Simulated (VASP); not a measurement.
Runs of VASP 6.6.1 on CaSe. The structure is cubic, space group Pm-3m (No. 221). The conventional cell has a = 3.635 Å, b = 3.635 Å, c = 3.635 Å, α = 90.00°, β = 90.00°, γ = 90.00°. Within 4.1 Å of Ca (site symmetry m-3m) lie 8 Se at 3.15 Å and 6 Ca at 3.63 Å. Within 4.1 Å of Se (site symmetry m-3m) lie 8 Ca at 3.15 Å and 6 Se at 3.63 Å. 

```csv
level,potentials or basis,k mesh,gap on the mesh (eV),pressure (GPa)
LDA,"VASP PAW LDA potentials, release 64 (Ca_sv, Se)",4 × 4 × 4,(b),-3.3
PBE,"VASP PAW PBE potentials, release 64 (Ca_sv, Se)",3 × 3 × 3,1.57,1.7
PBE,"VASP PAW PBE potentials, release 64 (Ca_sv, Se)",4 × 4 × 4,0.73,(a)
PBE,"VASP PAW PBE potentials, release 64 (Ca_sv, Se)",6 × 6 × 6,0.76,0.9
```

Alike in all rows: task single point; no spin polarisation; cell as given; cutoff (eV) 500; smearing gaussian 0.01 eV.

Problem. Estimate the missing entries.

Solution. (a) 1.2; (b) 0.57.

Caveats: some runs use coarse meshes; an odd mesh through Γ misses points on the zone boundary, where band edges can lie (at least some runs).

A k mesh can miss the band edges, and the runs leave out spin-orbit coupling on Se.
